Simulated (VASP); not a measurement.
A run of VASP 6.6.1 is set up as follows.

Contents of POSCAR:

```
Ba
1.0
   -2.5367939014      2.5367939014      2.5367939014
    2.5367939014     -2.5367939014      2.5367939014
    2.5367939014      2.5367939014     -2.5367939014
Ba
1
Direct
    0.0000000000      0.0000000000      0.0000000000
```

INCAR.step1

```
ALGO = Normal ; EDIFF = 1E-4
ENCUT = 520 ; GGA = PE
ISMEAR = 1 ; LASPH = T
LCHARG = F ; LREAL = F
LWAVE = T ; NBANDS = 11
NELM = 100 ; PREC = Accurate
SIGMA = 0.6
```

Contents of INCAR.step2:

```
ALGO = Normal ; EDIFF = 1E-7
ENCUT = 520 ; ISIF = 2
ISMEAR = 1 ; ISTART = 1
LASPH = T ; LCHARG = F
LMIXTAU = T ; LREAL = F
LWAVE = F ; METAGGA = R2SCAN
NBANDS = 11 ; NELM = 100
PREC = Accurate ; SIGMA = 0.6
```

KPOINTS

```
k-points
0
Gamma
  9 9 9
```

Potentials or basis: VASP PAW PBE potentials, release 64 (Ba_sv).

Command:

```console
$ cat potpaw_PBE.64/Ba_sv/POTCAR > POTCAR
$ cp INCAR.step1 INCAR
$ mpirun -np 1 vasp_std > vasp.out
$ cp INCAR.step2 INCAR
$ mpirun -np 1 vasp_std > vasp.out
```

Question: What does it give for the pressure?

Answer: 0.0 GPa.

Question: Predict the band gap on the k mesh.

Answer: Zero (bands 5 and 6 overlap by 0.94 eV).

Caveat: so wide a smearing shifts energies and pressures; the PAW data sets were made with another functional, which shifts forces and pressure a little; spin-orbit coupling is left out, which moves the levels of the heavy elements.
